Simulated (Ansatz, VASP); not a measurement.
## BN: VASP beside Ansatz

POSCAR

```
BN
1.0
    2.5439665234      0.0000000000      0.0000000000
   -1.2719832617      2.2031396356      0.0000000000
    0.0000000000      0.0000000000      4.2077449346
B N
2 2
Direct
    0.6666666667      0.3333333333      1.0367976270
    0.3333333333      0.6666666667      0.4628015548
    0.6666666667      0.3333333333      0.5717275861
    0.3333333333      0.6666666667      0.1786732321
```

The input INCAR.step1:

```
SYSTEM = BN
  PREC = Accurate
  ENCUT = 520
  ISMEAR = 0
  SIGMA = 0.05
  LREAL = .False.
  LASPH = .True.
  NELM = 100
  NBANDS = 16
  GGA = PE
  ALGO = Normal
  EDIFF = 1E-4
  LWAVE = .True.
  LCHARG = .False.
```

The input INCAR.step2:

```
SYSTEM = BN
  PREC = Accurate
  ENCUT = 520
  EDIFF = 1E-7
  ISMEAR = 0
  SIGMA = 0.05
  LREAL = .False.
  LASPH = .True.
  NELM = 100
  ALGO = Normal
  ISIF = 2
  LWAVE = .False.
  LCHARG = .False.
  METAGGA = R2SCAN
  LMIXTAU = .True.
  NBANDS = 16
  ISTART = 1
```

File KPOINTS:

```
Automatic mesh
0
Gamma
  12 12 6
  0 0 0
```

Input for Ansatz:

```yaml
crystal:
  lattice:
    - [2.5439665234, 0.0, 0.0]
    - [-1.2719832617, 2.2031396356, 0.0]
    - [0.0, 0.0, 4.2077449346]
  atoms:
    - { symbol: B, position: [0.6666666667, 0.3333333333, 1.036797627] }
    - { symbol: B, position: [0.3333333333, 0.6666666667, 0.4628015548] }
    - { symbol: "N", position: [0.6666666667, 0.3333333333, 0.5717275861] }
    - { symbol: "N", position: [0.3333333333, 0.6666666667, 0.1786732321] }
basis:
  ecutwfc: 500
kpoints:
  mp_grid: { grid: [12, 12, 6] }
hamiltonian:
  xc: r2scan
scf:
  occupations: { method: gaussian, width: 0.05 }
output:
  forces: true
  stress: true
  eigenvalues: true
```

Change from the starting cell: mode 8 (973.5 1/cm) frozen in, largest displacement +0.225 Å.

Alike in both runs: task single point; functional r2SCAN; k mesh 12 × 12 × 6; occupations gaussian, width 0.05 eV; no spin polarisation.

|  | VASP | Ansatz |
| --- | --- | --- |
| version | VASP 6.6.1 | Ansatz 0.2.0 |
| potentials or method | VASP PAW PBE potentials, release 64 (B, N), cutoff 520 eV | scalar-relativistic, plane waves, PAW |
| valence electrons in the cell | 16 | 16 |

VASP gave:

| Property | Result |
| --- | --- |
| gap on the k mesh at the Fermi level (eV) | 4.45 |
| least direct gap on the mesh (eV) | 6.06 |
| rms of the force components (eV/Å) | 9.381 |

Problem. Which values does Ansatz return?

Solution. gap on the k mesh at the Fermi level (eV): 4.46; least direct gap on the mesh (eV): 6.07; rms of the force components (eV/Å): 9.332.

VASP's potentials were made for PBE, not for r2SCAN. Atom by atom the forces differ by 0.054 eV/Å (rms over components). With one functional, cell and mesh, what is left measures potentials, basis and numerics.
